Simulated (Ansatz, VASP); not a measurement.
**Sb3Pb in VASP and in Ansatz**

INCAR

```
PREC     = Accurate       # precision mode
ENCUT    = 520            # plane-wave cutoff, eV
EDIFF    = 1E-6           # SCF threshold, eV
ISMEAR   = 0              # smearing method
SIGMA    = 0.1            # smearing width, eV
LREAL    = False          # projectors in reciprocal space
LASPH    = True           # aspherical terms in the spheres
NELM     = 80             # most SCF steps
ALGO     = Normal         # electronic algorithm
ISIF     = 2              # what is computed and relaxed
LWAVE    = False          # write WAVECAR
LCHARG   = True           # write CHGCAR
GGA      = PE             # functional
LELF     = True           # ELF
LVHAR    = True         
NBANDS   = 22             # bands
```

Contents of KPOINTS:

```
regular mesh
0
Gamma
  4 4 4
```

The input POSCAR:

```
Sb3Pb
1.0
    4.8598533820      0.0000000000      0.0000000000
    0.0000000000      4.8598533820      0.0000000000
    0.0000000000      0.0000000000      4.8598533820
Sb Pb
3 1
Direct
    0.0000000000      0.5000000000      0.5000000000
    0.5000000000      0.0000000000      0.5000000000
    0.5000000000      0.5000000000      0.0000000000
    0.0000000000      0.0000000000      0.0000000000
```

Input for Ansatz:

```yaml
crystal:
  lattice:
    - [4.859853382, 0.0, 0.0]
    - [0.0, 4.859853382, 0.0]
    - [0.0, 0.0, 4.859853382]
  atoms:
    - { symbol: Sb, position: [0.0, 0.5, 0.5] }
    - { symbol: Sb, position: [0.5, 0.0, 0.5] }
    - { symbol: Sb, position: [0.5, 0.5, 0.0] }
    - { symbol: Pb, position: [0.0, 0.0, 0.0] }
basis:
  ecutwfc: 420
kpoints:
  mp_grid: { grid: [4, 4, 4] }
hamiltonian:
  xc: pbe
scf:
  occupations: { method: gaussian, width: 0.1 }
  lower_state_search: "off"
output:
  forces: true
  stress: true
  eigenvalues: true
```

Alike in both runs: task single point; functional PBE; k mesh 4 × 4 × 4; occupations gaussian, width 0.1 eV; no spin polarisation.

|  | VASP | Ansatz |
| --- | --- | --- |
| version | VASP 6.6.1 | Ansatz 0.2.0 |
| potentials or method | VASP PAW PBE potentials, release 64 (Sb, Pb_d), cutoff 520 eV | scalar-relativistic, plane waves, PAW |
| valence electrons in the cell | 29 | 59 |

Ansatz gave:

| Item | Value |
| --- | --- |
| gap on the k mesh at the Fermi level (eV) | none |
| pressure (GPa) | 1.2 |

What did VASP give for the same quantities?

gap on the k mesh at the Fermi level (eV): none; pressure (GPa): 1.1.

A gap of «none» marks a metal or a gap that the smearing closes. VASP's potentials hold 29 valence electrons a cell and Ansatz's 59, so a difference there can come from the potentials and not from the codes.

Spin-orbit coupling is off throughout.
